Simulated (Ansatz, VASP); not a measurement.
**P: VASP beside Ansatz**

The input INCAR:

```
SYSTEM = P
PREC = Accurate
ENCUT = 520
EDIFF = 1E-6
ISMEAR = -1
SIGMA = 0.1
LREAL = .FALSE.
LASPH = .TRUE.
NELM = 80
ALGO = Normal
ISIF = 2
LWAVE = .FALSE.
LCHARG = .TRUE.
LELF = .TRUE.
LVHAR = .TRUE.
NBANDS = 8
```

KPOINTS

```
Automatic mesh
0
G
  17 17 17
  0 0 0
```

File POSCAR:

```
P
1.0
    0.0000000000      1.5327275349      1.5327275349
    1.5327275349      0.0000000000      1.5327275349
    1.5327275349      1.5327275349      0.0000000000
P
1
Direct
    0.0000000000      0.0000000000      0.0000000000
```

Input for Ansatz:

```yaml
crystal:
  lattice:
    - [0.0, 1.5327275349, 1.5327275349]
    - [1.5327275349, 0.0, 1.5327275349]
    - [1.5327275349, 1.5327275349, 0.0]
  atoms:
    - { symbol: P, position: [0.0, 0.0, 0.0] }
kpoints:
  mp_grid: { grid: [17, 17, 17] }
scf:
  occupations: { method: fermi_dirac, width: 0.1 }
hamiltonian:
  xc: lda
  pseudopotentials: { kind: paw }
output:
  forces: true
  stress: true
  eigenvalues: true
  populations: true
```

Change from the starting cell: volume scaled by 0.52, PAW files.

Alike in both runs: task single point; functional LDA; k mesh 17 × 17 × 17; occupations fermi-dirac, width 0.1 eV; no spin polarisation.

|  | VASP | Ansatz |
| --- | --- | --- |
| version | VASP 6.6.1 | Ansatz 0.2.0 |
| potentials or method | VASP PAW LDA potentials, release 64 (P) | PAW with Ansatz's default frozen-core files, scalar-relativistic |
| plane-wave cutoff (eV) | 520 | 420 |
| valence electrons in the cell | 5 | 5 |

Ansatz gave:

* pressure (GPa): 238.8

**Question.** What did VASP give for the same quantities?

**Answer.** Pressure (GPa): 235.4.

LDA's correlation is that of Perdew and Zunger in VASP and of Perdew and Wang (1992) in Ansatz. Both programs put the cell under a high pressure, so it lies far from rest at this level.

Noted on VASP's run: the cell as given lies far from equilibrium.
